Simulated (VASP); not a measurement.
Wanted: the native input for a VASP 6.6.1 run.

```
Task                   : single point
Functional             : PBE
Potentials or basis    : VASP PAW PBE potentials, release 64 (V_sv)
Cutoff                 : 400 eV
k mesh                 : 15 × 15 × 1
Occupations            : fermi-dirac, width 0.08 eV
Spin                   : no spin polarisation
Dipole correction      : yes
Further INCAR settings : ALGO = Normal; EDIFF = 1e-06; NBANDS = 12; NELMDL = -8
```

The structure of V lies in POSCAR:

```
V
1.0
    2.5962697459      0.0000000000      0.0000000000
   -0.8654232486      2.4477865908      0.0000000000
    0.0000000000      0.0000000000     16.0000000000
V
1
Direct
    0.0000000000      0.0000000000      0.5000000000
```

One way to write it, as run:

INCAR

```
ALGO     = Normal         # electronic algorithm
DIPOL    = 0.5 0.5 0.500
EDIFF    = 1E-6           # SCF threshold, eV
ENCUT    = 400            # plane-wave cutoff, eV
GGA      = PE             # functional
GGA_COMPAT= False        
IDIPOL   = 3            
ISIF     = 2              # what is computed and relaxed
ISMEAR   = -1             # smearing method
LASPH    = True           # aspherical terms in the spheres
LCHARG   = False          # write CHGCAR
LDIPOL   = True         
LREAL    = False          # projectors in reciprocal space
LWAVE    = False          # write WAVECAR
NBANDS   = 12             # bands
NELM     = 120            # most SCF steps
NELMDL   = -8           
PREC     = Accurate       # precision mode
SIGMA    = 0.08           # smearing width, eV
```

KPOINTS

```
k-points
0
Gamma
  15 15 1
```

Potentials or basis: VASP PAW PBE potentials, release 64 (V_sv).

Command:

```sh
$ cat potpaw_PBE.64/V_sv/POTCAR > POTCAR
$ mpirun -np 1 vasp_std > vasp.out
```

Results of the run:

```
Band gap on the k mesh : zero (an odd number of electrons rules out a gap without spin polarisation)
```

Run time: 41 s on 1 thread of Intel(R) Xeon(R) Platinum 8488C (Sapphire Rapids) (shared host), peak memory 0.2 GiB.
